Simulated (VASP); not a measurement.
Input of a VASP 6.6.1 run:

Contents of INCAR:

```
  PREC = Accurate
  ENCUT = 520
  EDIFF = 1E-7
  ISMEAR = -1
  SIGMA = 0.1
  LREAL = F
  LASPH = T
  NELM = 80
  ALGO = Normal
  ISIF = 2
  LWAVE = F
  LCHARG = T
  GGA = B5
  ALDAX = 1.0
  AGGAX = 1.0
  AGGAC = 1.0
  ALDAC = 0.0
  LELF = T
  LVHAR = T
  NBANDS = 13
```

KPOINTS

```
Automatic mesh
0
Gamma
  15 15 15
```

POSCAR

```
W
1.0
    0.0000000000      1.9566351801      1.9566351801
    1.9566351801      0.0000000000      1.9566351801
    1.9566351801      1.9566351801      0.0000000000
W
1
Direct
    0.0000000000      0.0000000000      0.0000000000
```

Potentials or basis: VASP PAW PBE potentials, release 64 (W_sv).

The run is started by

```console
$ cat potpaw_PBE.64/W_sv/POTCAR > POTCAR
$ mpirun -np 1 vasp_std > vasp.out
```

Q: Predict the pressure.

A: 44.8 GPa.

Q: Estimate the band gap on the k mesh.

A: Zero (band 7 reaches 16.02 eV, above the bottom of band 8 at 11.61 eV).

Caveat: the PAW data sets were made with another functional, which shifts forces and pressure a little; spin-orbit coupling is left out, which moves the levels of the heavy elements.
